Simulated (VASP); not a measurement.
# ZnBF5 (Immm) in VASP: single point with r2SCAN+rVV10

Aim: the single point of ZnBF5 with r2SCAN+rVV10.

All numbers are computed with VASP 6.6.1; they aren't measurements. Logs are shortened: lines on timing, memory, paths and dates and some standing lists are left out, and cuts for length are marked.

**1. The cell of the first run**

It takes space group Immm (No. 71, orthorhombic). Conventional cell: a = 3.659 Å, b = 6.307 Å, c = 7.551 Å, α = 90.00°, β = 90.00°, γ = 90.00°. Within 2.4 Å of Zn (site symmetry mmm) lie 4 F at 1.83 to 1.94 Å. Within 1.7 Å of B (site symmetry mmm) lie 2 F at 1.27 Å. Within 2.7 Å of F (site symmetry m2m) lie 1 Zn at 1.94 Å and 2 B at 2.19 Å and 7 F at 2.43 to 2.67 Å. Within 1.7 Å of F (site symmetry mm2) lie 1 B at 1.27 Å. Within 2.4 Å of F (site symmetry mmm) lie 2 Zn at 1.83 Å.

**2. Single point, r2SCAN+rVV10**

Input file POSCAR:

```
ZnBF5
1.0
   -1.8295096541      3.1534227388      3.7756664495
    1.8295096541     -3.1534227388      3.7756664495
    1.8295096541      3.1534227388     -3.7756664495
Zn B F
1 1 5
Direct
    0.5000000000      0.5000000000      0.0000000000
    0.0000000000      0.0000000000      0.0000000000
    0.8077164888      0.5000000000      0.3077164888
    0.1922835112      0.5000000000      0.6922835112
    0.1685890732      0.1685890732      0.0000000000
    0.8314109268      0.8314109268      0.0000000000
    0.5000000000      0.0000000000      0.5000000000
```

Input file INCAR.step1:

```
ALGO = Normal
EDIFF = 1E-4
ENCUT = 520
GGA = PE
ISMEAR = -1
LASPH = True
LCHARG = False
LREAL = False
LWAVE = True
NBANDS = 34
NELM = 60
PREC = Accurate
SIGMA = 0.03
```

Input file INCAR.step2:

```
ALGO = Normal
BPARAM = 11.95
CPARAM = 0.0093
EDIFF = 1E-7
ENCUT = 520
ISIF = 2
ISMEAR = -1
ISTART = 1
IVDW_NL = 2
LASPH = True
LCHARG = True
LELF = True
LMIXTAU = True
LREAL = False
LUSE_VDW = True
LVHAR = True
LWAVE = False
METAGGA = R2SCAN
NBANDS = 34
NELM = 60
PREC = Accurate
SIGMA = 0.03
```

Input file KPOINTS:

```
k-points
0
Gamma
  8 8 8
```

Potentials or basis: VASP PAW PBE potentials, release 64 (Zn, B, F).

Launch:

```sh
> cat potpaw_PBE.64/Zn/POTCAR potpaw_PBE.64/B/POTCAR potpaw_PBE.64/F/POTCAR > POTCAR
> cp INCAR.step1 INCAR
> mpirun -np 1 vasp_std > vasp.out
> cp INCAR.step2 INCAR
> mpirun -np 1 vasp_std > vasp.out
```

OUTCAR:

```text
BPARAM = 11.95
   EDIFF = 1E-7
   ENCUT = 520
   ISIF = 2
   ISMEAR = -1
   ISTART = 1
   IVDW_NL = 2
   LASPH = True
   LREAL = False
   METAGGA = R2SCAN
   NELM = 60
   PREC = Accurate

 ion  position               nearest neighbor table
   1  0.500  0.500  0.000-   7 1.83   7 1.83   3 1.94   4 1.94
   2  0.000  0.000  0.000-   5 1.27   6 1.27
   3  0.808  0.500  0.308-   1 1.94
   4  0.192  0.500  0.692-   1 1.94
   5  0.169  0.169  0.000-   2 1.27
   6  0.831  0.831  0.000-   2 1.27
   7  0.500  0.000  0.500-   1 1.83   1 1.83

  LATTYP: Found a body centered orthorhombic cell.
 ALAT       =     3.6590193082
 B/A-ratio  =     1.7236436724
 C/A-ratio  =     2.0637586913

  Lattice vectors:

 A1 = (  -1.8295096541,   3.1534227388,   3.7756664495)
 A2 = (   1.8295096541,  -3.1534227388,   3.7756664495)
 A3 = (   1.8295096541,   3.1534227388,  -3.7756664495)

Analysis of symmetry for initial positions (statically):
=====================================================================
 Subroutine PRICEL returns:
 Original cell was already a primitive cell.

 Routine SETGRP: Setting up the symmetry group for a
 body centered orthorhombic supercell.

 Subroutine GETGRP returns: Found  8 space group operations
 (whereof  8 operations were pure point group operations)
 out of a pool of  8 trial point group operations.

The static configuration has the point symmetry D_2h.

Analysis of symmetry for dynamics (positions and initial velocities):
=====================================================================
 Subroutine PRICEL returns:
 Original cell was already a primitive cell.

 Routine SETGRP: Setting up the symmetry group for a
 body centered orthorhombic supercell.

 Subroutine GETGRP returns: Found  8 space group operations
 (whereof  8 operations were pure point group operations)
 out of a pool of  8 trial point group operations.

The dynamic configuration has the point symmetry D_2h.

 Subroutine INISYM returns: Found  8 space group operations
 (whereof  8 operations are pure point group operations),
 and found     1 'primitive' translations

----------------------------------------------------------------------------------------

                                     Primitive cell

  volume of cell :      87.1306

  direct lattice vectors                    reciprocal lattice vectors
    -1.829509654  3.153422739  3.775666450     0.000000000  0.158557872  0.132426952
     1.829509654 -3.153422739  3.775666450     0.273297273  0.000000000  0.132426952
     1.829509654  3.153422739 -3.775666450     0.273297273  0.158557872  0.000000000

  length of vectors
     5.248508139  5.248508139  5.248508139     0.206585325  0.303691121  0.315962021

  position of ions in fractional coordinates (direct lattice)
     0.500000000  0.500000000  0.000000000
     0.000000000  0.000000000  0.000000000
     0.807716489  0.500000000  0.307716489
     0.192283511  0.500000000  0.692283511
     0.168589073  0.168589073  0.000000000
     0.831410927  0.831410927  0.000000000
     0.500000000  0.000000000  0.500000000

  ion indices of the primitive-cell ions
   primitive index   ion index
                 1           1
                 2           2
                 3           3
                 4           4
                 5           5
                 6           6
                 7           7

----------------------------------------------------------------------------------------

 KPOINTS: k-points

Automatic generation of k-mesh.
 Grid dimensions read from file:
 generate k-points for:    8    8    8

 Generating k-lattice:

  Cartesian coordinates                     Fractional coordinates (reciprocal lattice)
     0.000000000  0.019819734  0.016553369     0.125000000 -0.000000000  0.000000000
     0.034162159  0.000000000  0.016553369    -0.000000000  0.125000000  0.000000000
     0.034162159  0.019819734  0.000000000    -0.000000000  0.000000000  0.125000000

  Length of vectors
     0.025823166  0.037961390  0.039495253

  Shift w.r.t. Gamma in fractional coordinates (k-lattice)
     0.000000000  0.000000000  0.000000000

 Subroutine IBZKPT returns following result:
 ===========================================

 Found     95 irreducible k-points:

 Following reciprocal coordinates:
            Coordinates               Weight
  0.000000  0.000000  0.000000      1.000000
  0.125000  0.000000  0.000000      4.000000
  0.250000  0.000000  0.000000      4.000000
  0.375000  0.000000 -0.000000      4.000000
  0.500000  0.000000  0.000000      2.000000
  0.000000  0.125000  0.000000      4.000000
[... 16 lines left out ...]
  0.125000  0.375000  0.000000      8.000000
  0.250000  0.375000  0.000000      8.000000
 [... further k-points ...]
   k-points           NKPTS =     95   k-points in BZ     NKDIM =     95   number of bands    NBANDS=     34
   number of dos      NEDOS =    301   number of ions     NIONS =      7
   total plane-waves  NPLWV =  64000
   dimension x,y,z NGX =    40 NGY =   40 NGZ =   40
   dimension x,y,z NGXF=    80 NGYF=   80 NGZF=   80
   ions per type =               1   1   5
   NGX,Y,Z   is equivalent  to a cutoff of  12.67, 12.67, 12.67 a.u.
   NGXF,Y,Z  is equivalent  to a cutoff of  25.34, 25.34, 25.34 a.u.
 SYSTEM =  unknown system
   PREC   = accura    normal or accurate (medium, high low for compatibility)
   ISTART =      1    job   : 0-new  1-cont  2-samecut
   ICHARG =      0    charge: 1-file 2-atom 10-const
   ISPIN  =      1    spin polarized calculation?
   LNONCOLLINEAR =      F non collinear calculations
   LSORBIT =      F    spin-orbit coupling
   LASPH  =      T    aspherical Exc in radial PAW
   ENCUT  =  520.0 eV  38.22 Ry    6.18 a.u.   9.76  9.76  9.76*2*pi/ulx,y,z
   NELM   =     60;   NELMIN=  2; NELMDL=  0     # of ELM steps
   EDIFF  = 0.1E-06   stopping-criterion for ELM
   LREAL  =      F    real-space projection
   EDIFFG = 0.1E-05   stopping-criterion for IOM
   NSW    =      0    number of steps for IOM
   IBRION =     -1    ionic relax: 0-MD 1-quasi-New 2-CG
   NFREE  =      0    steps in history (QN), initial steepest desc. (CG)
   ISIF   =      2    stress and relaxation
   ISYM   =      2    0-nonsym 1-usesym 2-fastsym
   POTIM  = 0.5000    time-step for ionic-motion
   TEBEG  =    0.0;   TEEND  =   0.0 temperature during run
   PSTRESS=    0.0 pullay stress
   NELECT =      50.0000    total number of electrons
   NUPDOWN=      -1.0000    fix difference up-down
   EMIN   =  10.00;   EMAX   =-10.00  energy-range for DOS
   EFERMI =   0.00;   METHOD = LEGACY
   ISMEAR =    -1;   SIGMA  =   0.03  broadening in eV -4-tet -1-fermi 0-gaus
   EFERMI_NEDOS =   21; number of points for ismear=-14 and -15
   IALGO  =     38    algorithm
   IMIX   =      4    mixing-type and parameters
     AMIX     =   0.40;   BMIX     =  1.00
     AMIX_MAG =   1.60;   BMIX_MAG =  1.00
  volume/ion in A,a.u.               =      12.45        84.00
  Fermi-wavevector in a.u.,A,eV,Ry     =   1.360425  2.570831 25.181073  1.850757
  Thomas-Fermi vector in A             =   2.487088
   LORBIT       =      0    0 simple, 1 ext, 2 COOP (PROOUT), +10 PAW based schemes
   METAGGA = R2SCAN    functional components
   LHFCALC =     F    Hartree Fock is set to
   AEXX    =    0.0000 exact exchange contribution
   IVDW_NL    =     2    kernel type
   BPARAM     =11.9500
   IVDW    =     0    specifies the selected vdW correction
   LEPSILON=     F    determine dielectric tensor
   LRPA    =     F    only Hartree local field effects (RPA)
 non-spin polarized calculation
  energy-cutoff  :      520.00
  volume of cell :       87.13
 maximum number of plane-waves:      2371
   NGX = 19   NGY = 19   NGZ = 19

 number of electron      50.0000017 magnetization

 Free energy of the ion-electron system (eV)
  ---------------------------------------------------
  ext. energy  EPLUGINS =         0.00000000
  ---------------------------------------------------
  free energy    TOTEN  =       -46.01133901 eV

  energy without entropy =      -46.01133901  energy(sigma->0) =      -46.01133901

 E-fermi :  -0.3368     XC(G=0):  -9.6399

 val. band max:       -1.0301870110   @ k =   0.2500   0.2500   0.2500
 cond. band min:       2.7674148792   @ k =   0.0000   0.0000   0.0000
 fundamental gap:      3.7976018902
 Fermi energy:        -0.3368255030

 k-point     1 :       0.0000    0.0000    0.0000
  band No.  band energies     occupation
      1     -28.9934      2.00000
      2     -28.9351      2.00000
      3     -24.9625      2.00000
      4     -23.8149      2.00000
      5     -23.5853      2.00000
      6     -10.8763      2.00000
[... 26 lines left out ...]
     33      13.4567      0.00000
     34      13.8481      0.00000

 k-point     2 :       0.1250    0.0000    0.0000
  band No.  band energies     occupation
      1     -28.9943      2.00000
      2     -28.9331      2.00000
      3     -24.9623      2.00000
      4     -23.8168      2.00000
      5     -23.5860      2.00000
      6     -10.8626      2.00000
[... 26 lines left out ...]
     33      13.5204      0.00000
     34      13.7949      0.00000

 k-point     3 :       0.2500    0.0000    0.0000
  band No.  band energies     occupation
      1     -28.9964      2.00000
      2     -28.9288      2.00000
      3     -24.9618      2.00000
      4     -23.8216      2.00000
      5     -23.5878      2.00000
      6     -10.8279      2.00000
[... 26 lines left out ...]
     33      13.3861      0.00000
     34      13.8839      0.00000
[... 704 lines left out ...]
 k-point    23 :       0.1250    0.3750    0.0000
  band No.  band energies     occupation
      1     -28.9892      2.00000
      2     -28.8760      2.00000
      3     -24.7622      2.00000
      4     -23.9314      2.00000
      5     -23.5606      2.00000
      6     -10.8615      2.00000
[... 26 lines left out ...]
     33      10.6413      0.00000
     34      12.4580      0.00000

 k-point    24 :       0.2500    0.3750    0.0000
  band No.  band energies     occupation
      1     -28.9896      2.00000
      2     -28.8750      2.00000
      3     -24.7614      2.00000
      4     -23.9178      2.00000
      5     -23.5788      2.00000
      6     -10.8630      2.00000
[... 26 lines left out ...]
     33      10.8206      0.00000
     34      12.4989      0.00000

 [... further k-points ...]
[... 5 lines left out ...]
  --------------------------------------------------------------------------------------
  -------------------------------------------------------------------------------------
  Total        0.2730614      0.1751571      0.2434705      0.0000000      0.0000000      0.0000000
  in kB        5.0211178      3.2208304      4.4769928      0.0000000      0.0000000      0.0000000
  external PRESSURE =       4.2396470 kB  Pullay stress =       0.0000000 kB

 VOLUME and BASIS-vectors are now :
 -----------------------------------------------------------------------------
  energy-cutoff  :      520.00
  volume of cell :       87.13
      direct lattice vectors                 reciprocal lattice vectors
    -1.829509654  3.153422739  3.775666450     0.000000000  0.158557872  0.132426952
     1.829509654 -3.153422739  3.775666450     0.273297273  0.000000000  0.132426952
     1.829509654  3.153422739 -3.775666450     0.273297273  0.158557872  0.000000000

 POSITION                                       TOTAL-FORCE (eV/Angst)
 -----------------------------------------------------------------------------------
      0.00000      0.00000      3.77567         0.000000     -0.000000      0.000000
      0.00000      0.00000      0.00000         0.000000     -0.000000      0.000000
      0.00000      1.94072      3.77567        -0.000000      0.111979      0.000000
      1.82951      1.21270      0.00000         0.000000     -0.111979      0.000000
      0.00000      0.00000      1.27307        -0.000000      0.000000      0.224123
      0.00000      0.00000      6.27826         0.000000     -0.000000     -0.224123
      0.00000      3.15342      0.00000         0.000000     -0.000000      0.000000
 -----------------------------------------------------------------------------------
    total drift:                               -0.000000     -0.000000      0.000000

  FREE ENERGIE OF THE ION-ELECTRON SYSTEM (eV)
  ---------------------------------------------------
  free  energy   TOTEN  =       -46.0113390110 eV

  energy  without entropy=      -46.0113390110  energy(sigma->0) =      -46.01133901
```

Wall time 11 min (1 thread of Intel Xeon 6975P-C (Granite Rapids), shared host); peak memory 0.65 GiB.

What came out:

| Property | Result |
| --- | --- |
| Free energy | -46.0113 eV |
| Pressure | 0.4 GPa |
| Largest force | 0.224 eV/Å |
| Band gap on the k mesh | 3.80 eV (least direct gap 5.80 eV) |

Forces on the atoms (eV/Å):
```
Zn   0.000  0.000  0.000
B    0.000  0.000  0.000
F    0.000  0.112  0.000
F    0.000 -0.112  0.000
F    0.000  0.000  0.224
F    0.000  0.000 -0.224
F    0.000  0.000  0.000
```

Caveat: the PAW data sets were made with another functional, which shifts forces and pressure a little. A k mesh can miss the band edges.
